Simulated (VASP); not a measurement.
Write the native input for VASP 6.6.1 that does the following.

```yaml
Task: single point
Functional: PBE
Potentials_or_basis: VASP PAW PBE potentials, release 64 (B, P)
Cutoff: 520 eV
k_mesh: 16 × 16 × 16
Occupations: fermi-dirac, width 0.05 eV
Spin: no spin polarisation
Dipole_correction: no
Further_INCAR_settings: ALGO = Normal; EDIFF = 1e-06; NBANDS = 11
```

The structure of BP (rocksalt type) lies in POSCAR:

```
BP
1.0
    0.0000000000      2.2021594866      2.2021594866
    2.2021594866      0.0000000000      2.2021594866
    2.2021594866      2.2021594866      0.0000000000
B P
1 1
Direct
    0.0000000000      0.0000000000      0.0000000000
    0.5000000000      0.5000000000      0.5000000000
```

This cell differs from its parent crystal: volume scaled by 1.06.

The input as run:

INCAR

```
SYSTEM = BP
ALGO = Normal
EDIFF = 1E-6
ENCUT = 520
GGA = PE
ISIF = 2
ISMEAR = -1
LASPH = .True.
LCHARG = .False.
LREAL = .False.
LWAVE = .False.
NBANDS = 11
NELM = 100
PREC = Accurate
SIGMA = 0.05
```

KPOINTS

```
k-points
0
Gamma
  16 16 16
  0 0 0
```

Potentials or basis: VASP PAW PBE potentials, release 64 (B, P).

Launch:

```bash
$ cat potpaw_PBE.64/B/POTCAR potpaw_PBE.64/P/POTCAR > POTCAR
$ mpirun -np 1 vasp_std > vasp.out
```

It gave:

| Property | Result |
| --- | --- |
| Pressure | -8.6 GPa |
| Band gap on the k mesh | zero (band 4 reaches 10.32 eV, above the bottom of band 5 at 5.96 eV) |

Run time: 22 s on 1 thread of AMD EPYC 7R13 Processor (Zen 3), on a shared host, peak memory 0.13 GiB.
